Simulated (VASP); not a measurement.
A run of VASP 6.6.1 is set up as follows.

The input POSCAR:

```
PtSe2
1.0
    3.7240000000      0.0000000000      0.0000000000
   -1.8620000000      3.2250786037      0.0000000000
    0.0000000000      0.0000000000      5.0620000000
Pt Se
1 2
Direct
    0.0000000000      0.0000000000      0.0000000000
    0.6666666667      0.3333333333      0.7500000000
    0.3333333333      0.6666666667      0.2500000000
```

INCAR.step1

```
SYSTEM = PtSe2
  PREC = Accurate
  ENCUT = 520
  EDIFF = 1E-5
  ISMEAR = -1
  SIGMA = 0.05
  LREAL = .False.
  LASPH = .True.
  NELM = 80
  ALGO = Normal
  ISIF = 2
  LWAVE = .True.
  LCHARG = .False.
  NBANDS = 18
  GGA = PE
```

Contents of INCAR.step2:

```
SYSTEM = PtSe2
  PREC = Accurate
  ENCUT = 520
  EDIFF = 1E-7
  ISMEAR = -1
  SIGMA = 0.05
  LREAL = .False.
  LASPH = .True.
  NELM = 80
  ALGO = Normal
  ISIF = 2
  LWAVE = .False.
  LCHARG = .False.
  GGA = PE
  LHFCALC = .True.
  AEXX = 0.25
  HFSCREEN = 0.3
  PRECFOCK = Normal
  NBANDS = 18
  ISTART = 1
```

The input KPOINTS:

```
Automatic mesh
0
Gamma
  4 4 3
  0 0 0
```

Potentials or basis: VASP PAW PBE potentials, release 64 (Pt, Se).

Command:

```console
$ cat potpaw_PBE.64/Pt/POTCAR potpaw_PBE.64/Se/POTCAR > POTCAR
$ cp INCAR.step1 INCAR
$ mpirun -np 1 vasp_std > vasp.out
$ cp INCAR.step2 INCAR
$ mpirun -np 1 vasp_std > vasp.out
```

Question: What does it give for the pressure?

Answer: 2.7 GPa.

Question: Predict the largest force.

Answer: 0.102 eV/Å.

Question: What does it give for the band gap on the k mesh?

Answer: Zero (bands 11 and 12 overlap by 0.17 eV).

Stress tensor (GPa, compression positive):
```
3.09 0.00 0.00
0.00 3.09 0.00
0.00 0.00 1.91
```

Caveat: the k points lie up to 0.49 Å⁻¹ apart; the PAW data sets were made with another functional, which shifts forces and pressure a little; spin-orbit coupling is left out, which moves the levels of the heavy elements.
